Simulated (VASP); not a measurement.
# H2C32O in VASP: notebook, part 2 of 2

VASP 6.6.1. Earlier steps stand in the parts before.

### 4 Single point, PBE

File INCAR:

```
PREC = Accurate
ENCUT = 520
EDIFF = 1E-7
ISMEAR = -1
SIGMA = 0.05
LREAL = Auto
LASPH = True
NELM = 60
ALGO = Normal
ISIF = 2
LWAVE = False
LCHARG = False
GGA = PE
NBANDS = 91
```

File KPOINTS:

```
Automatic mesh
0
Gamma
  2 2 1
```

File POSCAR:

```
H2C32O
1.0
    9.8640000000      0.0000000000      0.0000000000
   -4.9320000000      8.5424750000      0.0000000000
    0.0000000000      0.0000000000     13.0000000000
C O H
32 1 2
Direct
   -0.0007862615     -0.0003665214      0.0608810000
    0.1658862609      0.0829724407      0.0609340769
   -0.0007878692      0.2496221528      0.0610099231
    0.1659369079      0.3330291280      0.0610670769
   -0.0007433387      0.4997456826      0.0609886154
    0.1659258479      0.5830583057      0.0609566923
   -0.0007679741      0.7496947899      0.0608826154
    0.1658914749      0.8330035499      0.0608866923
    0.2492267374     -0.0003480256      0.0609153077
    0.4158835973      0.0829924583      0.0609445385
    0.2492569419      0.2496479065      0.0610167692
    0.4159166402      0.3330194118      0.0609826154
    0.2492635088      0.4997366688      0.0610140769
    0.4159188606      0.5830372345      0.0609536923
    0.2492390807      0.7496979505      0.0609025385
    0.4158872702      0.8329998039      0.0609041538
    0.4991989302     -0.0003537616      0.0609376923
    0.6658508466      0.0829462187      0.0609766923
    0.4992025320      0.2496566861      0.0609743077
    0.6658555444      0.3330206995      0.0610039231
    0.4992310526      0.4996857468      0.0609475385
    0.6658869531      0.5830255283      0.0609105385
    0.4992296595      0.7496851908      0.0609023846
    0.6658775804      0.8329883318      0.0608716154
    0.7491894639     -0.0003724916      0.0608986923
    0.9158482155      0.0829273718      0.0609091538
    0.7491577660      0.2496369027      0.0610558462
    0.9158783350      0.3330310010      0.0610508462
    0.7492165703      0.4996942923      0.0609419231
    0.9158884033      0.5830456630      0.0609306923
    0.7492195339      0.7496762940      0.0608659231
    0.9158762969      0.8329865759      0.0608610000
    0.9786332615      0.2973889886      0.3475361538
    0.9106024761      0.3114141979      0.3002306154
    1.0510122591      0.2861662457      0.3027240000
```

Potentials or basis: VASP PAW PBE potentials, release 64 (C, O, H).

Started as:

```bash
$ cat potpaw_PBE.64/C/POTCAR potpaw_PBE.64/O/POTCAR potpaw_PBE.64/H/POTCAR > POTCAR
$ mpirun -np 1 vasp_std > vasp.out
```

OUTCAR:

```text
PREC = Accurate
   ENCUT = 520
   EDIFF = 1E-7
   ISMEAR = -1
   LREAL = Auto
   LASPH = True
   NELM = 60
   ISIF = 2
   GGA = PE

 ion  position               nearest neighbor table
   1  0.999  1.000  0.061-  32 1.42  26 1.42   2 1.42
   2  0.166  0.083  0.061-   9 1.42   1 1.42  11 1.42
   3  0.999  0.250  0.061-  26 1.42   4 1.42  28 1.42
   4  0.166  0.333  0.061-  11 1.42  13 1.42   3 1.42
[... 606 lines left out ...]
  -------------------------------------------------------------------------------------
  Total        1.9156242      1.6390813     -0.1411040      0.0437060     -0.0085719     -0.0053003
  in kB        2.8018235      2.3973473     -0.2063810      0.0639251     -0.0125374     -0.0077523
  external PRESSURE =       1.6642633 kB  Pullay stress =       0.0000000 kB

 VOLUME and BASIS-vectors are now :
 -----------------------------------------------------------------------------
  energy-cutoff  :      520.00
  volume of cell :     1095.42
      direct lattice vectors                 reciprocal lattice vectors
     9.864000000  0.000000000  0.000000000     0.101378751  0.058531046  0.000000000
    -4.932000000  8.542475000  0.000000000     0.000000000  0.117062093  0.000000000
     0.000000000  0.000000000 13.000000000     0.000000000  0.000000000  0.076923077

 POSITION                                       TOTAL-FORCE (eV/Angst)
 -----------------------------------------------------------------------------------
      4.92605      8.53934      0.79145        -0.006675     -0.003834      0.000209
      1.22708      0.70879      0.79214         0.006178      0.002529     -0.000500
      8.62509      2.13239      0.79313        -0.006366     -0.003820      0.001711
     -0.00570      2.84489      0.79387         0.009515      0.003879     -0.001167
      7.39192      4.26906      0.79285        -0.007665     -0.000735      0.000004
     -1.23895      4.98076      0.79244         0.007553      0.003257     -0.000414
[... 27 lines left out ...]
      7.44629      2.66025      3.90300        -0.126980      0.019487     -0.050867
     -0.90819      2.44457      3.93541         0.131173     -0.017635     -0.044255
 -----------------------------------------------------------------------------------
    total drift:                               -0.012852      0.001202     -0.042935

  FREE ENERGIE OF THE ION-ELECTRON SYSTEM (eV)
  ---------------------------------------------------
  free  energy   TOTEN  =      -309.4832099800 eV

  energy  without entropy=     -309.4832099627  energy(sigma->0) =     -309.48320997
```

OSZICAR:

```text
N       E                     dE             d eps       ncg     rms          rms(c)
DAV:   1     0.115237110815E+04    0.11524E+04   -0.54447E+04   768   0.117E+03
DAV:   2    -0.133525313074E+03   -0.12859E+04   -0.12373E+04  1048   0.284E+02
DAV:   3    -0.325322294391E+03   -0.19180E+03   -0.19093E+03   856   0.114E+02
DAV:   4    -0.331559593513E+03   -0.62373E+01   -0.62175E+01   880   0.257E+01
[... 15 lines left out ...]
DAV:  20    -0.309483207803E+03   -0.14995E-05   -0.11403E-07   624   0.723E-04    0.356E-04
DAV:  21    -0.309483209255E+03   -0.14523E-05   -0.55526E-08   530   0.517E-04    0.122E-04
DAV:  22    -0.309483209669E+03   -0.41369E-06   -0.78572E-10   506   0.259E-04    0.974E-05
DAV:  23    -0.309483209927E+03   -0.25810E-06    0.20655E-09   471   0.184E-04    0.364E-05
DAV:  24    -0.309483209980E+03   -0.52829E-07    0.13827E-08   488   0.978E-05
   1 F= -.30948321E+03 E0= -.30948321E+03  d E =-.172955E-07
```

stdout:

```text
POSCAR found type information on POSCAR C O H
 POSCAR found :  3 types and      35 ions
 scaLAPACK will be used
 LDA part: xc-table for (Slater+PW92), standard interpolation
 POSCAR, INCAR and KPOINTS ok, starting setup
 FFT: planning ... GRIDC
 FFT: planning ... GRID_SOFT
 FFT: planning ... GRID
 WAVECAR not read
 entering main loop
```

It took 30 min on 1 thread of Intel Xeon 8259CL, shared host; peak memory 1.3 GiB.

What came out:

```yaml
Free_energy: -309.4832 eV
Largest_force: 0.140 eV/Å
Band_gap_on_the_k_mesh: 1.96 eV
```

Forces on the atoms (eV/Å):
```
C   -0.007 -0.004  0.000
C    0.006  0.003 -0.001
C   -0.006 -0.004  0.002
C    0.010  0.004 -0.001
C   -0.008 -0.001  0.000
C    0.008  0.003  0.000
C   -0.007 -0.004  0.001
C    0.006  0.003 -0.001
C   -0.007 -0.003 -0.001
C    0.008  0.003 -0.001
C   -0.007 -0.003  0.000
C    0.009  0.003 -0.001
C   -0.007 -0.001  0.001
C    0.007  0.002  0.000
C   -0.007 -0.004  0.001
C    0.006  0.002  0.000
C   -0.007 -0.003  0.000
C    0.008  0.003 -0.002
C   -0.008 -0.003  0.001
C    0.008  0.003 -0.001
C   -0.007 -0.002  0.000
C    0.008  0.002 -0.001
C   -0.007 -0.003  0.000
C    0.006  0.003  0.000
C   -0.006 -0.004  0.000
C    0.008  0.004 -0.001
C   -0.009 -0.004  0.001
C    0.008  0.004 -0.001
C   -0.008 -0.002  0.000
C    0.008  0.003  0.000
C   -0.007 -0.004  0.001
C    0.006  0.003 -0.001
O   -0.007  0.000  0.099
H   -0.127  0.019 -0.051
H    0.131 -0.018 -0.044
```

Levels at points of the mesh, in eV from the valence-band top:
| k point | band 66 | band 67 | band 68 | band 69 | band 70 | band 71 |
| --- | --- | --- | --- | --- | --- | --- |
| (0.00, 0.00, 0.00) | -1.34 | -1.34 | -1.34 | 2.69 | 2.70 | 2.70 |
| (0.50, 0.00, 0.00) | -1.53 | -0.01 | 0.00 | 1.96 | 1.97 | 3.24 |
| (0.00, 0.50, 0.00) | -1.53 | 0.00 | 0.00 | 1.97 | 1.97 | 3.23 |
| (0.50, 0.50, 0.00) | -1.54 | -0.01 | 0.00 | 1.96 | 1.97 | 3.24 |

### 5 The runs side by side

| cell | gap on the mesh (eV) | largest force (eV/Å) |
| --- | --- | --- |
| as given, atomic positions A | 1.96 | 0.10 |
| as given, atomic positions B | 1.96 | 0.14 |
| as given, atomic positions C | 1.96 | 0.14 |

Alike in all rows: task single point; level PBE; potentials or basis VASP PAW PBE potentials, release 64 (C, O, H); no spin polarisation; k mesh 2 × 2 × 1; cutoff (eV) 520; smearing fermi-dirac 0.05 eV.

Total energies depend on the potentials used, so only differences within one code and one set of settings carry meaning.
